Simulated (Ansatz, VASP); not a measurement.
Pb in VASP and in Ansatz

```xyz
1
Lattice="2.6528 0.0000 0.0000 0.0000 2.6528 0.0000 0.0000 0.0000 2.6528" Properties=species:S:1:pos:R:3 pbc="T T T"
Pb    0.0000    0.0000    0.0000
```

Change from the starting cell: volume scaled by 0.58, LAPW.

Alike in both runs: task single point; functional PBEsol; k mesh 13 × 13 × 13; occupations fermi-dirac, width 0.05 eV; no spin polarisation.

```csv
,VASP,Ansatz
version,VASP 6.6.1,Ansatz 0.2.0
potentials or method,"VASP PAW PBE potentials, release 64 (Pb_d), cutoff 520 eV","all-electron LAPW, scalar-relativistic"
```

VASP gave:

| Quantity | Value |
| --- | --- |
| pressure (GPa) | 91.5 |

Task: What did Ansatz give for the same quantities?

Result: Pressure (GPa): 91.6.

VASP's potentials were made for PBE, not for PBEsol. Both programs put the cell under a high pressure, so it lies far from rest at this level. Ansatz ran all-electron here, and VASP with PAW potentials.

Neither program's run includes spin-orbit coupling. Noted on VASP's run: the cell as given lies far from equilibrium.
